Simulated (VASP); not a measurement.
# Al3N (P3m1) in VASP: further runs, part 2 of 2

VASP 6.6.1.

### Step 3. Single point, PBE

This run uses another cell than the first one: it holds 4 atoms, not 8.

INCAR reads:

```
PREC = Accurate
ENCUT = 520
EDIFF = 1E-6
ISMEAR = 0
SIGMA = 0.1
LREAL = False
LASPH = True
NELM = 60
ALGO = Normal
ISIF = 2
LWAVE = False
LCHARG = True
GGA = PE
LELF = True
LVHAR = True
NBANDS = 15
```

KPOINTS reads:

```
regular mesh
0
Gamma
  12 12 6
```

POSCAR reads:

```
Al3N
1.0
    3.0637178667      0.0000000000      0.0000000000
   -1.5318589333      2.6532575026      0.0000000000
    0.0000000000      0.0000000000      7.0312586268
Al N
3 1
Direct
    0.0000000000      0.0000000000     -0.0009854002
    0.3333333333      0.6666666667      0.3678116818
    0.6666666667      0.3333333333      0.6628577033
    0.3333333333      0.6666666667      0.0973160151
```

Potentials or basis: VASP PAW PBE potentials, release 64 (Al, N).

Command:

```
$ cat potpaw_PBE.64/Al/POTCAR potpaw_PBE.64/N/POTCAR > POTCAR
$ mpirun -np 1 vasp_std > vasp.out
```

OUTCAR:

```text
PREC = Accurate
   ENCUT = 520
   EDIFF = 1E-6
   ISMEAR = 0
   LREAL = False
   LASPH = True
   NELM = 60
   ISIF = 2
   GGA = PE

 ion  position               nearest neighbor table
   1  0.000  0.000  0.999-   4 1.90   4 1.90   4 1.90   3 2.95   3 2.95   3 2.95   2 3.14   2 3.14
                             2 3.14
   2  0.333  0.667  0.368-   4 1.90   3 2.73   3 2.73   3 2.73   1 3.14   1 3.14   1 3.14
   3  0.667  0.333  0.663-   2 2.73   2 2.73   2 2.73   1 2.95   1 2.95   1 2.95
   4  0.333  0.667  0.097-   1 1.90   1 1.90   1 1.90   2 1.90

  LATTYP: Found a hexagonal cell.
 ALAT       =     3.0637178667
 C/A-ratio  =     2.2950085265

  Lattice vectors:

 A1 = (   3.0637178667,   0.0000000000,   0.0000000000)
 A2 = (  -1.5318589333,   2.6532575026,   0.0000000000)
 A3 = (   0.0000000000,   0.0000000000,   7.0312586268)

Analysis of symmetry for initial positions (statically):
=====================================================================
 Subroutine PRICEL returns:
 Original cell was already a primitive cell.

 Routine SETGRP: Setting up the symmetry group for a
 hexagonal supercell.

 Subroutine GETGRP returns: Found  6 space group operations
 (whereof  6 operations were pure point group operations)
[... 183 lines left out ...]
      6       4.8940      2.00000
      7       6.0855      2.00000
      8      13.0421      0.00000
      9      13.6471      0.00000
     10      15.9445      0.00000
     11      15.9445      0.00000
     12      16.6438      0.00000
     13      16.6438      0.00000
     14      18.3496      0.00000
[... 401 lines left out ...]
      2      -1.6537      2.00000
      3      -0.0710      2.00000
      4       3.2116      2.00000
      5       4.3908      2.00000
      6       4.6231      2.00000
      7       7.5272      1.99691
      8      11.4496      0.00000
      9      12.8333      0.00000
     10      14.0556      0.00000
     11      14.0995      0.00000
     12      14.8771      0.00000
     13      15.6332      0.00000
     14      16.2872      0.00000
     15      16.7714      0.00000

 [... further k-points ...]
[... 5 lines left out ...]
  --------------------------------------------------------------------------------------
  -------------------------------------------------------------------------------------
  Total       -0.0359769     -0.0359769     -0.0479285     -0.0000000      0.0000000      0.0000000
  in kB       -1.0084933     -1.0084933     -1.3435181     -0.0000000      0.0000000      0.0000000
  external PRESSURE =      -1.1201683 kB  Pullay stress =       0.0000000 kB

 VOLUME and BASIS-vectors are now :
 -----------------------------------------------------------------------------
  energy-cutoff  :      520.00
  volume of cell :       57.16
      direct lattice vectors                 reciprocal lattice vectors
     3.063717867  0.000000000  0.000000000     0.326400812  0.188447597  0.000000000
    -1.531858933  2.653257503  0.000000000     0.000000000  0.376895194  0.000000000
     0.000000000  0.000000000  7.031258627     0.000000000  0.000000000  0.142222048

 POSITION                                       TOTAL-FORCE (eV/Angst)
 -----------------------------------------------------------------------------------
      0.00000      0.00000      7.02433         0.000000     -0.000000      0.010056
     -0.00000      1.76884      2.58618        -0.000000      0.000000     -0.000226
      1.53186      0.88442      4.66072        -0.000000      0.000000      0.001503
     -0.00000      1.76884      0.68425        -0.000000      0.000000     -0.011333
 -----------------------------------------------------------------------------------
    total drift:                                0.000000     -0.000000     -0.001372

  FREE ENERGIE OF THE ION-ELECTRON SYSTEM (eV)
  ---------------------------------------------------
  free  energy   TOTEN  =       -21.3661192732 eV

  energy  without entropy=      -21.3607308934  energy(sigma->0) =      -21.36342508
```

OSZICAR:

```text
N       E                     dE             d eps       ncg     rms          rms(c)
DAV:   1     0.271273607446E+02    0.27127E+02   -0.54509E+03  3000   0.753E+02
DAV:   2    -0.208313333377E+02   -0.47959E+02   -0.43947E+02  3935   0.140E+02
DAV:   3    -0.240990074254E+02   -0.32677E+01   -0.32497E+01  3966   0.362E+01
DAV:   4    -0.241239999733E+02   -0.24993E-01   -0.24990E-01  3553   0.378E+00
DAV:   5    -0.241243456837E+02   -0.34571E-03   -0.34571E-03  3980   0.444E-01    0.931E+00
DAV:   6    -0.213880929043E+02    0.27363E+01   -0.11089E+01  3784   0.212E+01    0.348E+00
DAV:   7    -0.213875616996E+02    0.53120E-03   -0.64275E-01  3126   0.479E+00    0.226E+00
DAV:   8    -0.213716691386E+02    0.15893E-01   -0.12518E-01  3882   0.234E+00    0.479E-01
DAV:   9    -0.213658231581E+02    0.58460E-02   -0.22045E-02  3945   0.100E+00    0.205E-01
DAV:  10    -0.213661035621E+02   -0.28040E-03   -0.32098E-03  3497   0.366E-01    0.727E-02
DAV:  11    -0.213661201435E+02   -0.16581E-04   -0.12717E-04  3609   0.829E-02    0.202E-02
DAV:  12    -0.213661192732E+02    0.87030E-06   -0.67876E-06  3896   0.179E-02
   1 F= -.21366119E+02 E0= -.21363425E+02  d E =-.538838E-02
```

Wall time 38 s (1 thread of Intel Xeon Platinum 8488C (Sapphire Rapids), shared host); peak memory 0.21 GiB.

Results:

```
Free energy            : -21.3661 eV
Pressure               : -0.1 GPa
Largest force          : 0.011 eV/Å
Band gap on the k mesh : zero (band 7 reaches 8.85 eV, above the bottom of band 8 at 6.53 eV)
```

Forces in eV/Å, atoms in the order of the input:
```
Al   0.000  0.000  0.010
Al   0.000  0.000  0.000
Al   0.000  0.000  0.002
N    0.000  0.000 -0.011
```
